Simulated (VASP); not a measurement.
# PbF4 (Pb(F)4) in VASP: notebook

Runs on PbF4 (Pb(F)4). Level: PBE. Tasks: single point.

Program: VASP 6.6.1. These are calculated values, not measurements. Logs are shortened: lines on timing, memory, paths and dates and some standing lists are left out, and cuts for length are marked.

### 1 The cell of the first run

The cell holds a molecule in a box, 5 atoms: a = 12.150 Å, b = 12.150 Å, c = 11.520 Å, α = 90.00°, β = 90.00°, γ = 90.00°.

### 2 Single point, PBE

INCAR

```
ALGO = Normal
EDIFF = 1E-6
ENCUT = 520
GGA = PE
ISIF = 2
ISMEAR = 0
LASPH = True
LCHARG = True
LELF = True
LREAL = False
LVHAR = True
LWAVE = False
NBANDS = 29
NELM = 100
PREC = Accurate
SIGMA = 0.01
```

KPOINTS

```
k-points
0
Gamma
  1 1 1
```

POSCAR

```
PbF4
1.0
   12.1500000000      0.0000000000      0.0000000000
    0.0000000000     12.1500000000      0.0000000000
    0.0000000000      0.0000000000     11.5200000000
Pb F
1 4
Direct
    0.4999094700      0.4999094700      0.4998324700
    0.6294485600      0.4999094700      0.6090408000
    0.4999094700      0.6294485600      0.3906250000
    0.3703703700      0.4999094700      0.6090408000
    0.4999094700      0.3703703700      0.3906250000
```

Potentials or basis: VASP PAW PBE potentials, release 64 (Pb_d, F).

Started as:

```bash
cat potpaw_PBE.64/Pb_d/POTCAR potpaw_PBE.64/F/POTCAR > POTCAR
mpirun -np 1 vasp_gam > vasp.out
```

OUTCAR:

```text
EDIFF = 1E-6
   ENCUT = 520
   GGA = PE
   ISIF = 2
   ISMEAR = 0
   LASPH = True
   LREAL = False
   NELM = 100
   PREC = Accurate

 ion  position               nearest neighbor table
   1  0.500  0.500  0.500-   3 2.01   5 2.01   2 2.01   4 2.01
   2  0.629  0.500  0.609-   1 2.01
   3  0.500  0.629  0.391-   1 2.01
   4  0.370  0.500  0.609-   1 2.01
   5  0.500  0.370  0.391-   1 2.01

  LATTYP: Found a simple tetragonal cell.
 ALAT       =    12.1500000000
 C/A-ratio  =     0.9481481481

  Lattice vectors:

 A1 = (  12.1500000000,   0.0000000000,   0.0000000000)
 A2 = (   0.0000000000,  12.1500000000,   0.0000000000)
 A3 = (   0.0000000000,   0.0000000000,  11.5200000000)

Analysis of symmetry for initial positions (statically):
=====================================================================
 Subroutine PRICEL returns:
 Original cell was already a primitive cell.

 Routine SETGRP: Setting up the symmetry group for a
 simple tetragonal supercell.

 Subroutine GETGRP returns: Found  8 space group operations
 (whereof  1 operations were pure point group operations)
 out of a pool of 16 trial point group operations.

The static configuration has the point symmetry C_1 .
 The point group associated with its full space group is D_2d.

Analysis of symmetry for dynamics (positions and initial velocities):
=====================================================================
 Subroutine PRICEL returns:
 Original cell was already a primitive cell.

 Routine SETGRP: Setting up the symmetry group for a
 simple tetragonal supercell.

 Subroutine GETGRP returns: Found  8 space group operations
 (whereof  1 operations were pure point group operations)
 out of a pool of 16 trial point group operations.

The dynamic configuration has the point symmetry C_1 .
 The point group associated with its full space group is D_2d.

 Subroutine INISYM returns: Found  8 space group operations
 (whereof  1 operations are pure point group operations),
 and found     1 'primitive' translations

----------------------------------------------------------------------------------------

                                     Primitive cell

[... 68 lines left out ...]
   LSORBIT =      F    spin-orbit coupling
   LASPH  =      T    aspherical Exc in radial PAW
   ENCUT  =  520.0 eV  38.22 Ry    6.18 a.u.  22.59 22.59 21.42*2*pi/ulx,y,z
   NELM   =    100;   NELMIN=  2; NELMDL= -5     # of ELM steps
   EDIFF  = 0.1E-05   stopping-criterion for ELM
   LREAL  =      F    real-space projection
   EDIFFG = 0.1E-04   stopping-criterion for IOM
   NSW    =      0    number of steps for IOM
   IBRION =     -1    ionic relax: 0-MD 1-quasi-New 2-CG
   NFREE  =      0    steps in history (QN), initial steepest desc. (CG)
   ISIF   =      2    stress and relaxation
   ISYM   =      2    0-nonsym 1-usesym 2-fastsym
   POTIM  = 0.5000    time-step for ionic-motion
   TEBEG  =    0.0;   TEEND  =   0.0 temperature during run
   PSTRESS=    0.0 pullay stress
   NELECT =      42.0000    total number of electrons
   NUPDOWN=      -1.0000    fix difference up-down
   EMIN   =  10.00;   EMAX   =-10.00  energy-range for DOS
   EFERMI =   0.00;   METHOD = LEGACY
   ISMEAR =     0;   SIGMA  =   0.01  broadening in eV -4-tet -1-fermi 0-gaus
   EFERMI_NEDOS =   21; number of points for ismear=-14 and -15
   IALGO  =     38    algorithm
   IMIX   =      4    mixing-type and parameters
     AMIX     =   0.40;   BMIX     =  1.00
     AMIX_MAG =   1.60;   BMIX_MAG =  1.00
  volume/ion in A,a.u.               =     340.12      2295.26
  Fermi-wavevector in a.u.,A,eV,Ry     =   0.476749  0.900925  3.092460  0.227289
  Thomas-Fermi vector in A             =   1.472308
   LORBIT       =      0    0 simple, 1 ext, 2 COOP (PROOUT), +10 PAW based schemes
   GGA     = PE    functional components
   LHFCALC =     F    Hartree Fock is set to
   AEXX    =    0.0000 exact exchange contribution
   IVDW    =     0    specifies the selected vdW correction
   LEPSILON=     F    determine dielectric tensor
   LRPA    =     F    only Hartree local field effects (RPA)
 non-spin polarized calculation
 Gauss-broadening in eV      SIGMA  =   0.01
  energy-cutoff  :      520.00
  volume of cell :     1700.61
 maximum number of plane-waves:     22924
 NGX is ok and might be reduce to    90
   NGX = 45   NGY = 45   NGZ = 43

 number of electron      41.9999977 magnetization

 Free energy of the ion-electron system (eV)
  ---------------------------------------------------
  ext. energy  EPLUGINS =         0.00000000
  ---------------------------------------------------
  free energy    TOTEN  =       -18.85645588 eV

  energy without entropy =      -18.85645588  energy(sigma->0) =      -18.85645588

 E-fermi :  -9.6754     XC(G=0):  -0.8136

 val. band max:       -9.7260203715   @ k =   0.0000   0.0000   0.0000
 cond. band min:      -6.3953000073   @ k =   0.0000   0.0000   0.0000
 fundamental gap:      3.3307203643
 Fermi energy:        -9.6753975270

 k-point     1 :       0.0000    0.0000    0.0000
  band No.  band energies     occupation
      1     -29.3058      2.00000
      2     -29.2844      2.00000
      3     -29.2843      2.00000
      4     -29.2498      2.00000
      5     -23.4222      2.00000
      6     -23.3663      2.00000
[... 21 lines left out ...]
     28       1.0666      0.00000
     29       1.1368      0.00000

------------------------ aborting loop because EDIFF is reached ----------------------------------------

  FORCE on cell =-STRESS in cart. coord.  units (eV):
  Direction    XX          YY          ZZ          XY          YZ          ZX
  --------------------------------------------------------------------------------------
  -------------------------------------------------------------------------------------
  Total        0.1310501      0.1310501     -0.2992874      0.0000000      0.0000000     -0.0000000
  in kB        0.1234648      0.1234648     -0.2819642      0.0000000      0.0000000     -0.0000000
  external PRESSURE =      -0.0116782 kB  Pullay stress =       0.0000000 kB

 VOLUME and BASIS-vectors are now :
 -----------------------------------------------------------------------------
  energy-cutoff  :      520.00
  volume of cell :     1700.61
      direct lattice vectors                 reciprocal lattice vectors
    12.150000000  0.000000000  0.000000000     0.082304527  0.000000000  0.000000000
     0.000000000 12.150000000  0.000000000     0.000000000  0.082304527  0.000000000
     0.000000000  0.000000000 11.520000000     0.000000000  0.000000000  0.086805556

 POSITION                                       TOTAL-FORCE (eV/Angst)
 -----------------------------------------------------------------------------------
      6.07390      6.07390      5.75807         0.000000      0.000000     -0.000000
      7.64780      6.07390      7.01615         0.101206      0.000000     -0.021733
      6.07390      7.64780      4.50000         0.000000      0.101206      0.021733
      4.50000      6.07390      7.01615        -0.101206      0.000000     -0.021733
      6.07390      4.50000      4.50000         0.000000     -0.101206      0.021733
 -----------------------------------------------------------------------------------
    total drift:                                0.000252      0.000250     -0.039584

  FREE ENERGIE OF THE ION-ELECTRON SYSTEM (eV)
  ---------------------------------------------------
  free  energy   TOTEN  =       -18.8564558800 eV

  energy  without entropy=      -18.8564558800  energy(sigma->0) =      -18.85645588
```

OSZICAR:

```text
N       E                     dE             d eps       ncg     rms          rms(c)
DAV:   1     0.563921483095E+03    0.56392E+03   -0.13058E+04    66   0.957E+02
DAV:   2     0.193021117354E+03   -0.37090E+03   -0.35291E+03    79   0.243E+02
DAV:   3    -0.325697728898E+01   -0.19628E+03   -0.19533E+03    84   0.177E+02
[... 12 lines left out ...]
DAV:  16    -0.188563908386E+02   -0.52526E-04   -0.53629E-06    63   0.108E-02    0.122E-03
DAV:  17    -0.188564271235E+02   -0.36285E-04   -0.24405E-06    58   0.550E-03    0.927E-04
DAV:  18    -0.188564442151E+02   -0.17092E-04   -0.46408E-07    50   0.448E-03    0.616E-04
DAV:  19    -0.188564549362E+02   -0.10721E-04   -0.32671E-07    50   0.506E-03    0.494E-04
DAV:  20    -0.188564558800E+02   -0.94379E-06   -0.74916E-08    60   0.249E-03
   1 F= -.18856456E+02 E0= -.18856456E+02  d E =-.814526E-13
```

It took 2.6 min on 1 thread of Oxide Virtual Turin-like, shared host; peak memory 1 GiB.

What came out:

```
Free energy                     : -18.8565 eV
Largest force                   : 0.104 eV/Å
Gap between the frontier levels : 3.33 eV
```

Forces on the atoms (eV/Å):
```
Pb   0.000  0.000  0.000
F    0.101  0.000 -0.022
F    0.000  0.101  0.022
F   -0.101  0.000 -0.022
F    0.000 -0.101  0.022
```

Caveat: spin-orbit coupling is left out, which moves the levels of the heavy elements.

### 3 Single point, PBE, non-collinear spin, zero start, spin-orbit coupling

INCAR

```
  ALGO = Normal
  EDIFF = 1E-6
  ENCUT = 520
  GGA = PE
  GGA_COMPAT = False
  ISIF = 2
  ISMEAR = 0
  LASPH = True
  LCHARG = False
  LNONCOLLINEAR = True
  LORBIT = 11
  LORBMOM = True
  LREAL = False
  LSORBIT = True
  LWAVE = False
  MAGMOM = 0 0 0 0 0 0 0 0 0 0 0 0 0 0 0
  NBANDS = 57
  NELM = 150
  PREC = Accurate
  SIGMA = 0.01
```

KPOINTS is that of step 2.

POSCAR is that of step 2.

Potentials or basis: VASP PAW PBE potentials, release 64 (Pb_d, F).

Started as:

```bash
cat potpaw_PBE.64/Pb_d/POTCAR potpaw_PBE.64/F/POTCAR > POTCAR
mpirun -np 1 vasp_ncl > vasp.out
```

Wall time 17 min (1 thread of Oxide Virtual Turin-like, shared host); peak memory 3.7 GiB.

Results (log left out):

```
Free energy                                           : -19.2221 eV
Largest force                                         : 0.082 eV/Å
Net moment                                            : 0.00 μB per cell
Valence electrons inside the program's atomic spheres : Pb 11.84; F 6.01
```

Forces on the atoms (eV/Å):
```
Pb   0.000  0.000  0.000
F    0.066  0.000 -0.050
F    0.000  0.066  0.050
F   -0.066  0.000 -0.050
F    0.000 -0.066  0.050
```

Moments on the atoms (μB; x, y, z):
```
Pb  0.00 0.00 0.00
F   0.00 0.00 0.00
F   0.00 0.00 0.00
F   0.00 0.00 0.00
F   0.00 0.00 0.00
```
